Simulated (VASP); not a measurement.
# MgO (I4/mmm) in VASP: a series of runs

Runs on MgO. Level: PBEsol. Tasks: single point.

Everything below comes from runs of VASP 6.6.1. Logs are shortened: lines on timing, memory, paths and dates and some standing lists are left out, and cuts for length are marked.

### 1 The cell of the first run

Symmetry: I4/mmm, No. 139, tetragonal system. The conventional cell has a = 3.390 Å, b = 3.390 Å, c = 3.389 Å, α = 90.00°, β = 90.00°, γ = 90.00°. Mg (site symmetry 4/mmm) has 2 O at 1.69 Å within 2.3 Å. O (site symmetry 4/mmm) has 2 Mg at 1.69 Å within 2.3 Å.

### 2 Single point, PBEsol

File INCAR:

```
  PREC = Accurate
  ENCUT = 520
  EDIFF = 1E-6
  ISMEAR = 0
  SIGMA = 0.05
  LREAL = F
  LASPH = T
  NELM = 80
  ALGO = Normal
  ISIF = 2
  LWAVE = F
  LCHARG = F
  GGA = PS
  NBANDS = 11
```

File KPOINTS:

```
Automatic mesh
0
Gamma
  10 10 10
```

File POSCAR:

```
MgO
1.0
    0.0000000000      2.3967454938      1.6944990641
    2.3967454938      0.0000000000      1.6944990641
    2.3967454938      2.3967454938      0.0000000000
Mg O
1 1
Direct
    0.0000000000      0.0000000000      0.0000000000
    0.5000000000      0.5000000000      0.5000000000
```

Potentials or basis: VASP PAW PBE potentials, release 64 (Mg, O).

Run with:

```bash
$ cat potpaw_PBE.64/Mg/POTCAR potpaw_PBE.64/O/POTCAR > POTCAR
$ mpirun -np 1 vasp_std > vasp.out
```

OUTCAR:

```text
PREC = Accurate
   ENCUT = 520
   EDIFF = 1E-6
   ISMEAR = 0
   LREAL = F
   LASPH = T
   NELM = 80
   ISIF = 2
   GGA = PS

 ion  position               nearest neighbor table
   1  0.000  0.000  0.000-   2 1.69   2 1.69   2 2.40   2 2.40   2 2.40   2 2.40
   2  0.500  0.500  0.500-   1 1.69   1 1.69   1 2.40   1 2.40   1 2.40   1 2.40

  LATTYP: Found a body centered tetragonal cell.
 ALAT       =     3.3895099829
 C/A-ratio  =     0.9998489886

  Lattice vectors:

 A1 = (   0.0000000000,  -2.3967454938,  -1.6944990641)
 A2 = (   0.0000000000,   2.3967454938,  -1.6944990641)
 A3 = (   2.3967454938,   0.0000000000,   1.6944990641)

Analysis of symmetry for initial positions (statically):
=====================================================================
 Subroutine PRICEL returns:
 Original cell was already a primitive cell.

 Routine SETGRP: Setting up the symmetry group for a
 body centered tetragonal supercell.

 Subroutine GETGRP returns: Found 16 space group operations
 (whereof 16 operations were pure point group operations)
 out of a pool of 16 trial point group operations.

The static configuration has the point symmetry D_4h.

Analysis of symmetry for dynamics (positions and initial velocities):
=====================================================================
 Subroutine PRICEL returns:
 Original cell was already a primitive cell.

 Routine SETGRP: Setting up the symmetry group for a
 body centered tetragonal supercell.

 Subroutine GETGRP returns: Found 16 space group operations
 (whereof 16 operations were pure point group operations)
 out of a pool of 16 trial point group operations.

The dynamic configuration has the point symmetry D_4h.

 Subroutine INISYM returns: Found 16 space group operations
 (whereof 16 operations are pure point group operations),
 and found     1 'primitive' translations

----------------------------------------------------------------------------------------

                                     Primitive cell

  volume of cell :      19.4677

  direct lattice vectors                    reciprocal lattice vectors
     0.000000000  2.396745494  1.694499064    -0.208616226  0.208616226  0.295072456
     2.396745494  0.000000000  1.694499064     0.208616226 -0.208616226  0.295072456
     2.396745494  2.396745494  0.000000000     0.208616226  0.208616226 -0.295072456

  length of vectors
     2.935253999  2.935253999  3.389509983     0.417263962  0.417263962  0.417263962

  position of ions in fractional coordinates (direct lattice)
     0.000000000  0.000000000  0.000000000
     0.500000000  0.500000000  0.500000000

  ion indices of the primitive-cell ions
   primitive index   ion index
                 1           1
                 2           2

----------------------------------------------------------------------------------------

 KPOINTS: Automatic mesh

Automatic generation of k-mesh.
 Grid dimensions read from file:
 generate k-points for:   10   10   10

 Generating k-lattice:

  Cartesian coordinates                     Fractional coordinates (reciprocal lattice)
    -0.020861623  0.020861623  0.029507246     0.100000000  0.000000000  0.000000000
     0.020861623 -0.020861623  0.029507246     0.000000000  0.100000000  0.000000000
     0.020861623  0.020861623 -0.029507246     0.000000000  0.000000000  0.100000000

  Length of vectors
     0.041726396  0.041726396  0.041726396

  Shift w.r.t. Gamma in fractional coordinates (k-lattice)
     0.000000000  0.000000000  0.000000000

 Subroutine IBZKPT returns following result:
 ===========================================

 Found    102 irreducible k-points:

 Following reciprocal coordinates:
            Coordinates               Weight
  0.000000  0.000000  0.000000      1.000000
  0.100000  0.000000  0.000000      8.000000
  0.200000  0.000000  0.000000      8.000000
  0.300000  0.000000  0.000000      8.000000
  0.400000  0.000000  0.000000      8.000000
  0.500000  0.000000  0.000000      4.000000
[... 16 lines left out ...]
  0.300000  0.300000  0.000000      2.000000
  0.400000  0.300000  0.000000      8.000000
 [... further k-points ...]
   k-points           NKPTS =    102   k-points in BZ     NKDIM =    102   number of bands    NBANDS=     11
   number of dos      NEDOS =    301   number of ions     NIONS =      2
   total plane-waves  NPLWV =  16128
   dimension x,y,z NGX =    24 NGY =   24 NGZ =   28
   dimension x,y,z NGXF=    48 NGYF=   48 NGZF=   56
   ions per type =               1   1
   NGX,Y,Z   is equivalent  to a cutoff of  13.59, 13.59, 13.73 a.u.
   NGXF,Y,Z  is equivalent  to a cutoff of  27.19, 27.19, 27.47 a.u.
 SYSTEM =  unknown system
   PREC   = accura    normal or accurate (medium, high low for compatibility)
   ISTART =      0    job   : 0-new  1-cont  2-samecut
   ICHARG =      2    charge: 1-file 2-atom 10-const
   ISPIN  =      1    spin polarized calculation?
   LNONCOLLINEAR =      F non collinear calculations
   LSORBIT =      F    spin-orbit coupling
   LASPH  =      T    aspherical Exc in radial PAW
   ENCUT  =  520.0 eV  38.22 Ry    6.18 a.u.   5.46  5.46  6.30*2*pi/ulx,y,z
   NELM   =     80;   NELMIN=  2; NELMDL= -5     # of ELM steps
   EDIFF  = 0.1E-05   stopping-criterion for ELM
   LREAL  =      F    real-space projection
   EDIFFG = 0.1E-04   stopping-criterion for IOM
   NSW    =      0    number of steps for IOM
   IBRION =     -1    ionic relax: 0-MD 1-quasi-New 2-CG
   NFREE  =      0    steps in history (QN), initial steepest desc. (CG)
   ISIF   =      2    stress and relaxation
   ISYM   =      2    0-nonsym 1-usesym 2-fastsym
   POTIM  = 0.5000    time-step for ionic-motion
   TEBEG  =    0.0;   TEEND  =   0.0 temperature during run
   PSTRESS=    0.0 pullay stress
   NELECT =       8.0000    total number of electrons
   NUPDOWN=      -1.0000    fix difference up-down
   EMIN   =  10.00;   EMAX   =-10.00  energy-range for DOS
   EFERMI =   0.00;   METHOD = LEGACY
   ISMEAR =     0;   SIGMA  =   0.05  broadening in eV -4-tet -1-fermi 0-gaus
   EFERMI_NEDOS =   21; number of points for ismear=-14 and -15
   IALGO  =     38    algorithm
   IMIX   =      4    mixing-type and parameters
     AMIX     =   0.40;   BMIX     =  1.00
     AMIX_MAG =   1.60;   BMIX_MAG =  1.00
  volume/ion in A,a.u.               =       9.73        65.69
  Fermi-wavevector in a.u.,A,eV,Ry     =   1.217119  2.300022 20.155386  1.481379
  Thomas-Fermi vector in A             =   2.352450
   LORBIT       =      0    0 simple, 1 ext, 2 COOP (PROOUT), +10 PAW based schemes
   GGA     = PS    functional components
   LHFCALC =     F    Hartree Fock is set to
   AEXX    =    0.0000 exact exchange contribution
   IVDW    =     0    specifies the selected vdW correction
   LEPSILON=     F    determine dielectric tensor
   LRPA    =     F    only Hartree local field effects (RPA)
 non-spin polarized calculation
 Gauss-broadening in eV      SIGMA  =   0.05
  energy-cutoff  :      520.00
  volume of cell :       19.47
 maximum number of plane-waves:       543
 NGX is ok and might be reduce to    24

 number of electron       7.9999999 magnetization

 Free energy of the ion-electron system (eV)
  ---------------------------------------------------
  ext. energy  EPLUGINS =         0.00000000
  ---------------------------------------------------
  free energy    TOTEN  =       -10.96737029 eV

  energy without entropy =      -10.96737029  energy(sigma->0) =      -10.96737029

 E-fermi :   2.9653     XC(G=0): -10.9325

 val. band max:        2.7292970873   @ k =   0.0000   0.0000   0.0000
 cond. band min:       6.2635152336   @ k =   0.0000   0.0000   0.0000
 fundamental gap:      3.5342181463
 Fermi energy:         2.9652509781

 k-point     1 :       0.0000    0.0000    0.0000
  band No.  band energies     occupation
      1     -14.5336      2.00000
      2       2.1450      2.00000
      3       2.7293      2.00000
      4       2.7293      2.00000
      5       6.2635      0.00000
      6      18.4937      0.00000
      7      18.4937      0.00000
      8      18.6744      0.00000
      9      21.7384      0.00000
     10      23.4593      0.00000
     11      23.4593      0.00000

 k-point     2 :       0.1000    0.0000    0.0000
  band No.  band energies     occupation
      1     -14.4225      2.00000
      2       1.7545      2.00000
      3       2.4410      2.00000
      4       2.5942      2.00000
      5       6.9021      0.00000
      6      17.7297      0.00000
      7      18.0603      0.00000
      8      19.0077      0.00000
      9      20.6408      0.00000
     10      23.3324      0.00000
     11      24.4176      0.00000

 k-point     3 :       0.2000    0.0000    0.0000
  band No.  band energies     occupation
      1     -14.1169      2.00000
      2       0.6337      2.00000
      3       2.2142      2.00000
      4       2.2610      2.00000
      5       8.1163      0.00000
      6      15.9189      0.00000
      7      17.1386      0.00000
      8      20.1324      0.00000
      9      20.8620      0.00000
     10      23.1796      0.00000
     11      26.6408      0.00000

 k-point     4 :       0.3000    0.0000    0.0000
  band No.  band energies     occupation
      1     -13.7063      2.00000
      2      -0.5328      2.00000
      3       1.8833      2.00000
      4       2.0271      2.00000
      5       9.1880      0.00000
      6      14.5617      0.00000
      7      16.3566      0.00000
      8      21.4138      0.00000
      9      21.6131      0.00000
     10      23.5045      0.00000
     11      29.2700      0.00000
[... 239 lines left out ...]
 k-point    22 :      -0.2000    0.2000    0.0000
  band No.  band energies     occupation
      1     -13.8789      2.00000
      2       0.1931      2.00000
      3       1.4171      2.00000
      4       1.8421      2.00000
      5      10.0068      0.00000
      6      16.5752      0.00000
      7      17.4809      0.00000
      8      17.8595      0.00000
      9      20.5206      0.00000
     10      22.9685      0.00000
     11      28.2338      0.00000

 k-point    23 :       0.3000    0.3000    0.0000
  band No.  band energies     occupation
      1     -13.1555      2.00000
      2      -0.5393      2.00000
      3       1.0348      2.00000
      4       1.0348      2.00000
      5      11.0030      0.00000
      6      11.6433      0.00000
      7      17.8403      0.00000
      8      17.8403      0.00000
      9      23.2996      0.00000
     10      23.4506      0.00000
     11      30.4968      0.00000

 k-point    24 :       0.4000    0.3000    0.0000
  band No.  band energies     occupation
      1     -13.0107      2.00000
      2      -0.6035      2.00000
      3       0.7788      2.00000
      4       0.7801      2.00000
      5      10.9006      0.00000
      6      12.1596      0.00000
      7      17.9495      0.00000
      8      18.0577      0.00000
      9      21.6471      0.00000
     10      24.8777      0.00000
     11      30.2659      0.00000

 [... further k-points ...]
[... 5 lines left out ...]
  --------------------------------------------------------------------------------------
  -------------------------------------------------------------------------------------
  Total       -1.1012508     -1.1012508     17.4352583      0.0000000      0.0000000      0.0000000
  in kB      -90.6320203    -90.6320203   1434.9071481      0.0000000      0.0000000      0.0000000
  external PRESSURE =     417.8810358 kB  Pullay stress =       0.0000000 kB

 VOLUME and BASIS-vectors are now :
 -----------------------------------------------------------------------------
  energy-cutoff  :      520.00
  volume of cell :       19.47
      direct lattice vectors                 reciprocal lattice vectors
     0.000000000  2.396745494  1.694499064    -0.208616226  0.208616226  0.295072456
     2.396745494  0.000000000  1.694499064     0.208616226 -0.208616226  0.295072456
     2.396745494  2.396745494  0.000000000     0.208616226  0.208616226 -0.295072456

 POSITION                                       TOTAL-FORCE (eV/Angst)
 -----------------------------------------------------------------------------------
      0.00000      0.00000      0.00000         0.000000     -0.000000     -0.000000
      2.39675      2.39675      1.69450        -0.000000      0.000000      0.000000
 -----------------------------------------------------------------------------------
    total drift:                                0.000000     -0.000000      0.000000

  FREE ENERGIE OF THE ION-ELECTRON SYSTEM (eV)
  ---------------------------------------------------
  free  energy   TOTEN  =       -10.9673702944 eV

  energy  without entropy=      -10.9673702944  energy(sigma->0) =      -10.96737029
```

Wall time 17 s (1 thread of Intel Xeon Platinum 8375C at 2.90GHz (Ice Lake), shared host); peak memory 0.16 GiB.

Results:

```
Free energy            : -10.9674 eV
Pressure               : 41.8 GPa
Band gap on the k mesh : 3.53 eV, direct
```

Levels at points of the mesh, in eV from the valence-band top:
```csv
k point,band 2,band 3,band 4,band 5,band 6,band 7
"(0.00, 0.00, 0.00)",-0.58,0.00,0.00,3.53,15.76,15.76
"(0.50, 0.00, 0.00)",-4.44,-1.23,-0.90,7.13,11.27,12.97
"(0.50, 0.50, 0.00)",-2.74,-2.38,-2.38,6.83,11.23,15.70
"(0.50, 0.00, 0.50)",-4.44,-1.45,-0.18,9.52,10.92,11.40
```

Caveat: the PAW data sets were made with another functional, which shifts forces and pressure a little.

### 3 Single point, PBEsol

This run uses another cell than the first one, of the same volume but with other edges.

File INCAR:

```
PREC = Accurate ; ENCUT = 520
EDIFF = 1E-7 ; ISMEAR = 0
SIGMA = 0.05 ; LREAL = F
LASPH = T ; NELM = 60
ALGO = Normal ; ISIF = 2
LWAVE = F ; LCHARG = T
GGA = PS ; LELF = T
LVHAR = T ; NBANDS = 11
```

File KPOINTS:

```
regular mesh
0
Gamma
  10 10 10
```

File POSCAR:

```
MgO
1.0
    0.0000000000      1.9022981591      2.6898495970
    1.9022981591      0.0000000000      2.6898495970
    1.9022981591      1.9022981591      0.0000000000
Mg O
1 1
Direct
    0.0000000000      0.0000000000      0.0000000000
    0.5000000000      0.5000000000      0.5000000000
```

Potentials or basis: VASP PAW PBE potentials, release 64 (Mg, O).

Run with:

```bash
$ cat potpaw_PBE.64/Mg/POTCAR potpaw_PBE.64/O/POTCAR > POTCAR
$ mpirun -np 1 vasp_std > vasp.out
```

Run time: 22 s. Hardware: 1 thread of Intel Xeon Platinum 8375C at 2.90GHz (Ice Lake), shared host; peak memory 0.16 GiB.

Results (log left out):

```
Free energy            : -11.8144 eV
Pressure               : 24.2 GPa
Band gap on the k mesh : 3.71 eV, direct
```

Stress tensor (GPa, compression positive):
```
 41.81   0.00   0.00
  0.00  41.81   0.00
  0.00   0.00 -10.91
```

Levels at points of the mesh, in eV from the valence-band top:
| k point | band 1 | band 2 | band 3 | band 4 | band 5 | band 6 | band 7 | band 8 |
| --- | --- | --- | --- | --- | --- | --- | --- | --- |
| (0.00, 0.00, 0.00) | -17.16 | -0.31 | 0.00 | 0.00 | 3.71 | 14.22 | 18.07 | 18.07 |
| (0.50, 0.00, 0.00) | -15.84 | -4.50 | -1.17 | -0.27 | 7.14 | 11.28 | 15.16 | 20.31 |
| (0.50, 0.50, 0.00) | -16.46 | -4.33 | -0.36 | -0.36 | 9.91 | 11.22 | 11.57 | 21.75 |
| (0.50, 0.00, 0.50) | -15.36 | -3.57 | -2.60 | -0.55 | 9.00 | 10.24 | 13.93 | 15.02 |

Caveat: the PAW data sets were made with another functional, which shifts forces and pressure a little.

### 4 Single point, PBEsol

This run uses another cell than the first one, of the same volume but with other edges.

File INCAR:

```
SYSTEM = MgO
ALGO = Normal ; EDIFF = 1E-7
ENCUT = 520 ; GGA = PS
ISIF = 2 ; ISMEAR = 0
LASPH = .True. ; LCHARG = .False.
LREAL = .False. ; LWAVE = .False.
NBANDS = 11 ; NELM = 80
PREC = Accurate ; SIGMA = 0.05
```

File KPOINTS:

```
k-points
0
Gamma
  10 10 10
  0 0 0
```

File POSCAR:

```
MgO
1.0
    0.0000000000      2.2540078050      1.9159066342
    2.2540078050      0.0000000000      1.9159066342
    2.2540078050      2.2540078050      0.0000000000
Mg O
1 1
Direct
    0.0000000000      0.0000000000      0.0000000000
    0.5000000000      0.5000000000      0.5000000000
```

Run with:

```bash
$ cat potpaw_PBE.64/Mg/POTCAR potpaw_PBE.64/O/POTCAR > POTCAR
$ mpirun -np 1 vasp_std > vasp.out
```

Wall time 14 s (1 thread of Intel Xeon Platinum 8375C at 2.90GHz (Ice Lake), shared host); peak memory 0.15 GiB.

It converged, with:

```
Free energy            : -12.2723 eV
Pressure               : 2.5 GPa
Band gap on the k mesh : 3.99 eV, direct
```

Stress tensor (GPa, compression positive):
```
-10.69   0.00   0.00
  0.00 -10.69   0.00
  0.00   0.00  28.95
```

Levels at points of the mesh, in eV from the valence-band top:
| k point | band 1 | band 2 | band 3 | band 4 | band 5 | band 6 | band 7 | band 8 | band 9 |
| --- | --- | --- | --- | --- | --- | --- | --- | --- | --- |
| (0.00, 0.00, 0.00) | -17.15 | -0.43 | 0.00 | 0.00 | 3.99 | 15.08 | 15.08 | 16.69 | 18.40 |
| (0.50, 0.00, 0.00) | -15.92 | -4.59 | -0.92 | -0.69 | 7.27 | 11.75 | 14.11 | 18.21 | 19.77 |
| (0.50, 0.50, 0.00) | -15.50 | -3.62 | -1.87 | -1.87 | 7.75 | 9.67 | 13.88 | 17.01 | 17.01 |
| (0.50, 0.00, 0.50) | -15.85 | -4.27 | -1.63 | -0.73 | 9.47 | 9.62 | 11.72 | 17.50 | 20.34 |

Caveat: the PAW data sets were made with another functional, which shifts forces and pressure a little.

### 5 Single point, PBEsol

This run uses another cell than the first one, of the same volume but with other edges.

File INCAR:

```
ALGO     = Normal         # electronic algorithm
EDIFF    = 1E-7           # SCF threshold, eV
ENCUT    = 520            # plane-wave cutoff, eV
GGA      = PS             # functional
ISIF     = 2              # what is computed and relaxed
ISMEAR   = 0              # smearing method
LASPH    = T              # aspherical terms in the spheres
LCHARG   = F              # write CHGCAR
LREAL    = F              # projectors in reciprocal space
LWAVE    = F              # write WAVECAR
NBANDS   = 11             # bands
NELM     = 100            # most SCF steps
PREC     = Accurate       # precision mode
SIGMA    = 0.05           # smearing width, eV
```

File KPOINTS:

```
k-points
0
Gamma
  10 10 10
```

File POSCAR:

```
MgO
1.0
    0.0000000000      2.0092530771      2.4111036925
    2.0092530771      0.0000000000      2.4111036925
    2.0092530771      2.0092530771      0.0000000000
Mg O
1 1
Direct
    0.0000000000      0.0000000000      0.0000000000
    0.5000000000      0.5000000000      0.5000000000
```

Run with:

```bash
$ cat potpaw_PBE.64/Mg/POTCAR potpaw_PBE.64/O/POTCAR > POTCAR
$ mpirun -np 1 vasp_std > vasp.out
```

It took 14 s on 1 thread of Intel Xeon Platinum 8375C at 2.90GHz (Ice Lake), shared host; peak memory 0.15 GiB.

The run converged. Its results:

```
Free energy            : -12.3116 eV
Pressure               : 2.6 GPa
Band gap on the k mesh : 4.01 eV, direct
```

Stress tensor (GPa, compression positive):
```
 10.73   0.00   0.00
  0.00  10.73   0.00
  0.00   0.00 -13.69
```

Levels at points of the mesh, in eV from the valence-band top:
```csv
k point,band 2,band 3,band 4,band 5,band 6,band 7
"(0.00, 0.00, 0.00)",-0.16,-0.16,0.00,4.01,14.42,16.38
"(0.50, 0.00, 0.00)",-4.56,-0.96,-0.52,7.27,11.72,14.69
"(0.50, 0.50, 0.00)",-4.33,-0.89,-0.89,9.98,10.14,10.98
"(0.50, 0.00, 0.50)",-3.84,-2.15,-1.00,8.56,9.54,13.23
```

Caveat: the PAW data sets were made with another functional, which shifts forces and pressure a little.

### 6 Summary

```csv
cell,gap on the mesh (eV),pressure (GPa)
"a = 2.935, b = 2.935, c = 3.390 Å, angles 54.7, 54.7, 70.5°, 2 atoms",3.53,41.8
"a = 3.295, b = 3.295, c = 2.690 Å, angles 65.9, 65.9, 48.2°, 2 atoms",3.71,24.2
"a = 2.958, b = 2.958, c = 3.188 Å, angles 57.4, 57.4, 65.2°, 2 atoms",3.99,2.5
"a = 3.139, b = 3.139, c = 2.842 Å, angles 63.1, 63.1, 53.8°, 2 atoms",4.01,2.6
```

Alike in all rows: task single point; level PBEsol; potentials or basis VASP PAW PBE potentials, release 64 (Mg, O); no spin polarisation; k mesh 10 × 10 × 10; cutoff (eV) 520; smearing gaussian 0.05 eV.

Caveats: the PAW data sets were made with another functional, which shifts forces and pressure a little.

Total energies depend on the potentials used, so only differences within one code and one set of settings carry meaning.
